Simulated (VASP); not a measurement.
Ti4H: single point with PBE

Crystal: Ti4H.

```
CELL_PARAMETERS angstrom
-2.08054 2.08054 4.09275
2.08054 -2.08054 4.09275
2.08054 2.08054 -4.09275
ATOMIC_POSITIONS crystal
Ti 0.25114 0.25114 0.00000
Ti 0.74886 0.74886 0.00000
Ti 0.50000 0.00000 0.50000
Ti 0.00000 0.50000 0.50000
H 0.00000 0.00000 0.00000
```

The cell was generated, and may not be a known phase.

| Property | Result |
| --- | --- |
| Program | VASP 6.6.1 |
| Task | single point |
| Functional | PBE |
| Potentials or basis | VASP PAW PBE potentials, release 64 (Ti_sv, H) |
| Cutoff | 520 eV |
| k mesh | 6 × 6 × 6 |
| Occupations | gaussian, width 0.1 eV |
| Spin | collinear spin |
| Starting moments | [1.0, 1.0, 1.0, 1.0, 0.0] μB |

The pressure is -0.2 GPa. The net moment is 0.00 μB per cell. The valence electrons inside the program's atomic spheres are Ti 10.25, 10.27 (each value once); H 0.57.

Levels at points of the mesh, in eV from the Fermi level:
Spin up:
| k point | band 20 | band 21 | band 22 | band 23 | band 24 | band 25 | band 26 | band 27 | band 28 | band 29 |
| --- | --- | --- | --- | --- | --- | --- | --- | --- | --- | --- |
| (0.00, 0.00, 0.00) | -1.78 | -1.44 | -0.58 | -0.58 | -0.48 | -0.48 | 0.75 | 0.75 | 0.87 | 1.69 |
| (0.50, 0.00, 0.00) | -1.28 | -0.93 | -0.74 | -0.67 | -0.61 | -0.45 | -0.44 | 0.34 | 0.48 | 1.79 |
| (0.50, 0.50, 0.00) | -2.36 | -1.23 | -0.43 | -0.35 | -0.18 | 0.14 | 0.47 | 0.55 | 0.66 | 0.67 |
| (0.50, 0.50, 0.50) | -2.51 | -1.74 | -1.74 | -0.70 | -0.53 | 0.91 | 1.19 | 1.79 | 1.79 | 1.88 |
Spin down:
| k point | band 22 | band 23 | band 24 | band 25 | band 26 | band 27 |
| --- | --- | --- | --- | --- | --- | --- |
| (0.00, 0.00, 0.00) | -0.58 | -0.58 | -0.48 | -0.48 | 0.75 | 0.75 |
| (0.50, 0.00, 0.00) | -0.74 | -0.67 | -0.61 | -0.45 | -0.44 | 0.34 |
| (0.50, 0.50, 0.00) | -0.43 | -0.35 | -0.18 | 0.14 | 0.47 | 0.55 |
| (0.50, 0.50, 0.50) | -1.74 | -0.70 | -0.53 | 0.91 | 1.19 | 1.79 |

It took 9.3 min on 1 thread of Intel Xeon 8259CL (shared host), peak memory 0.34 GiB.
